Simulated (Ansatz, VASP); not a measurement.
# LiNbO3 in VASP and in Ansatz

File INCAR:

```
SYSTEM = LiNbO3
PREC = Accurate
ENCUT = 520
EDIFF = 1E-7
ISMEAR = 0
SIGMA = 0.01
LREAL = .FALSE.
LASPH = .TRUE.
NELM = 80
ALGO = Normal
ISIF = 2
LWAVE = .FALSE.
LCHARG = .TRUE.
GGA = PE
LELF = .TRUE.
LVHAR = .TRUE.
NBANDS = 45
```

Contents of KPOINTS:

```
regular mesh
0
G
  6 6 6
  0 0 0
```

File POSCAR:

```
LiNbO3
1.0
    2.5689295216      1.4831721508      4.6246021576
   -2.5689295216      1.4831721508      4.6246021576
    0.0000000000     -2.9663443017      4.6246021576
Li Nb O
2 2 6
Direct
    0.7816240672      0.7816240672      0.7816240672
    0.2816240672      0.2816240672      0.2816240672
    0.5004839052      0.5004839052      0.5004839052
    1.0004839052      1.0004839052      0.0004839052
    0.6107801053      0.2211568658      0.8579550566
    0.8579550566      0.6107801053      0.2211568658
    0.1107801053      0.3579550566      0.7211568658
    0.2211568658      0.8579550566      0.6107801053
    0.7211568658      0.1107801053      0.3579550566
    0.3579550566      0.7211568658      0.1107801053
```

Input for Ansatz:

```yaml
crystal:
  lattice:
    - [2.5689295216, 1.4831721508, 4.6246021576]
    - [-2.5689295216, 1.4831721508, 4.6246021576]
    - [0.0, -2.9663443017, 4.6246021576]
  atoms:
    - { symbol: Li, position: [0.7816240672, 0.7816240672, 0.7816240672] }
    - { symbol: Li, position: [0.2816240672, 0.2816240672, 0.2816240672] }
    - { symbol: Nb, position: [0.5004839052, 0.5004839052, 0.5004839052] }
    - { symbol: Nb, position: [1.0004839052, 1.0004839052, 0.0004839052] }
    - { symbol: O, position: [0.6107801053, 0.2211568658, 0.8579550566] }
    - { symbol: O, position: [0.8579550566, 0.6107801053, 0.2211568658] }
    - { symbol: O, position: [0.1107801053, 0.3579550566, 0.7211568658] }
    - { symbol: O, position: [0.2211568658, 0.8579550566, 0.6107801053] }
    - { symbol: O, position: [0.7211568658, 0.1107801053, 0.3579550566] }
    - { symbol: O, position: [0.3579550566, 0.7211568658, 0.1107801053] }
kpoints:
  mp_grid: { grid: [6, 6, 6] }
hamiltonian:
  xc: pbe
scf:
  occupations: { method: fixed }
  n_extra_bands: 6
output:
  forces: true
  stress: true
  eigenvalues: true
```

Alike in both runs: task single point; functional PBE; k mesh 6 × 6 × 6; no spin polarisation.

```csv
,VASP,Ansatz
version,VASP 6.6.1,Ansatz 0.2.0
potentials or method,"VASP PAW PBE potentials, release 64 (Li_sv, Nb_sv, O)","plane waves, PAW"
plane-wave cutoff (eV),520,420
occupations,"gaussian, width 0.01 eV",fixed
valence electrons in the cell,68,68
```

Ansatz gave:

```
gap on the k mesh at the Fermi level (eV) : 3.71
rms of the force components (eV/Å)        : 0.207
```

Task: What did VASP give for the same quantities?

Result: gap on the k mesh at the Fermi level (eV): 3.70; rms of the force components (eV/Å): 0.209.

Atom by atom the forces differ by 0.010 eV/Å (rms over components).

Noted on VASP's run: the cutoff is short for stress, so the pressure is rough.
